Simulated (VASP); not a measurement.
Here is a VASP 6.6.1 calculation.

INCAR

```
SYSTEM = Ge
PREC = Accurate
ENCUT = 520
EDIFF = 1E-6
ISMEAR = 0
SIGMA = 0.15
LREAL = .FALSE.
LASPH = .TRUE.
NELM = 100
ALGO = Normal
ISIF = 2
LWAVE = .FALSE.
LCHARG = .FALSE.
GGA = PE
NBANDS = 21
```

File KPOINTS:

```
Automatic mesh
0
G
  14 14 14
  0 0 0
```

POSCAR

```
Ge
1.0
    0.0000000000      2.7226911250      2.8287700000
    2.9348488750      0.0000000000      2.8287700000
    2.9348488750      2.7226911250      0.0000000000
Ge
2
Direct
    0.5000000000      0.5000000000      0.5000000000
    0.7500000000      0.7500000000      0.7500000000
```

Potentials or basis: VASP PAW PBE potentials, release 64 (Ge_d).

Run with:

```sh
$ cat potpaw_PBE.64/Ge_d/POTCAR > POTCAR
$ mpirun -np 1 vasp_std > vasp.out
```

(1) Predict the band gap on the k mesh.

(2) Predict the pressure.

Answers

(1) 0.06 eV, indirect (least direct gap 0.26 eV).

(2) 3.7 GPa.

Caveat: the cell differs from its parent crystal (strain +0.0375 x Voigt [1, -1, 0, 0, 0, 0]).
